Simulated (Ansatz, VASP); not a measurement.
**In: VASP beside Ansatz**

The input INCAR:

```
SYSTEM = In
PREC = Accurate
ENCUT = 520
EDIFF = 1E-6
ISMEAR = 0
SIGMA = 0.15
LREAL = .False.
LASPH = .True.
NELM = 60
ALGO = Fast
ISIF = 2
LWAVE = .False.
LCHARG = .True.
GGA = PS
LELF = .True.
LVHAR = .True.
NBANDS = 12
```

Contents of KPOINTS:

```
regular mesh
0
Gamma
  20 20 20
  0 0 0
```

The input POSCAR:

```
In
1.0
   -1.6017577500      1.6261500000      2.4739500000
    1.6017577500     -1.6261500000      2.4739500000
    1.6017577500      1.6261500000     -2.4739500000
In
1
Direct
    0.0000000000      0.0000000000      0.0000000000
```

Input for Ansatz:

```yaml
crystal:
  lattice:
    - [-1.60175775, 1.62615, 2.47395]
    - [1.60175775, -1.62615, 2.47395]
    - [1.60175775, 1.62615, -2.47395]
  atoms:
    - { symbol: In, position: [0.0, 0.0, 0.0] }
basis:
  ecutwfc: 420
kpoints:
  mp_grid: { grid: [20, 20, 20] }
hamiltonian:
  xc: pbesol
scf:
  occupations: { method: gaussian, width: 0.15 }
output:
  forces: true
  stress: true
  eigenvalues: true
```

Change from the starting cell: strain -0.0150 x Voigt [1, 0, 0, 0, 0, 0], atoms carried along.

Alike in both runs: task single point; functional PBEsol; k mesh 20 × 20 × 20; occupations gaussian, width 0.15 eV; no spin polarisation.

```csv
,VASP,Ansatz
version,VASP 6.6.1,Ansatz 0.2.0
potentials or method,"VASP PAW PBE potentials, release 64 (In_d), cutoff 520 eV","scalar-relativistic, plane waves, PAW"
valence electrons in the cell,13,13
```

|  | VASP | Ansatz | Ansatz less VASP |
| --- | --- | --- | --- |
| gap on the k mesh at the Fermi level (eV) | none | none | - |
| pressure (GPa) | -0.3 | -0.3 | -0.02 |
| traceless stress, the component that is largest in VASP (GPa) | 0.17 | 0.16 | -0.006 |

VASP's potentials were made for PBE, not for PBEsol. A gap of «none» marks a metal or a gap that the smearing closes. The functional is the same, so the differences come from potentials, cutoffs and numerics.
